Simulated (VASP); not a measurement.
Wanted: the native input for a VASP 6.6.1 run.

```
Task                   : single point
Functional             : PBE
Potentials or basis    : VASP PAW PBE potentials, release 64 (Cd, S)
Cutoff                 : 500 eV
k mesh                 : 6 × 6 × 6
Occupations            : gaussian, width 0.01 eV
Spin                   : no spin polarisation
Dipole correction      : no
Further INCAR settings : ALGO = Normal; EDIFF = 1e-06; NBANDS = 16
```

The structure of CdS lies in POSCAR:

```
CdS
1.0
    0.0000000000      2.7267765442      2.7267765442
    2.7267765442      0.0000000000      2.7267765442
    2.7267765442      2.7267765442      0.0000000000
Cd S
1 1
Direct
    0.0000000000      0.0000000000      0.0000000000
    0.5000000000      0.5000000000      0.5000000000
```

These files were run (other wordings do the same):

INCAR

```
  ALGO = Normal
  EDIFF = 1E-6
  ENCUT = 500
  GGA = PE
  GGA_COMPAT = F
  ISIF = 2
  ISMEAR = 0
  LASPH = T
  LCHARG = T
  LELF = T
  LREAL = F
  LVHAR = T
  LWAVE = F
  NBANDS = 16
  NELM = 120
  PREC = Accurate
  SIGMA = 0.01
```

KPOINTS

```
k-points
0
Gamma
  6 6 6
```

Potentials or basis: VASP PAW PBE potentials, release 64 (Cd, S).

The run is started by

```bash
$ cat potpaw_PBE.64/Cd/POTCAR potpaw_PBE.64/S/POTCAR > POTCAR
$ mpirun -np 1 vasp_std > vasp.out
```

Results of the run:

```
Pressure               : 2.2 GPa
Band gap on the k mesh : 0.25 eV, indirect (least direct gap 1.72 eV)
```

Wall time 9 s on 1 thread of Intel(R) Xeon(R) Platinum 8559C (Emerald Rapids) (shared host), peak memory 0.15 GiB.
